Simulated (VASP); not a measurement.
Runs of VASP 6.6.1 on Al. The structure is that of space group Fm-3m (No. 225), or close to it. The cells are those of the table. 

```csv
cell,gap on the mesh (eV),pressure (GPa)
"a = 2.799 Å, angles 60.0°, 1 atom",none,5.4
"a = 2.886 Å, angles 60.0°, 1 atom",none,-2.2
"a = 2.941 Å, angles 60.0°, 1 atom",none,-5.6
"a = 2.769 Å, angles 60.0°, 1 atom",none,(b)
"a = 2.914 Å, angles 60.0°, 1 atom",none,(a)
```

Alike in all rows: task single point; level PBE; potentials or basis VASP PAW PBE potentials, release 64 (Al); no spin polarisation; k mesh 18 × 18 × 18; cutoff (eV) 500; smearing gaussian 0.1 eV.

**Question.** Fill in the values left out.

**Answer.** (a) -4.0; (b) 8.9.

A gap of «none» marks levels without a gap at the run's occupations.
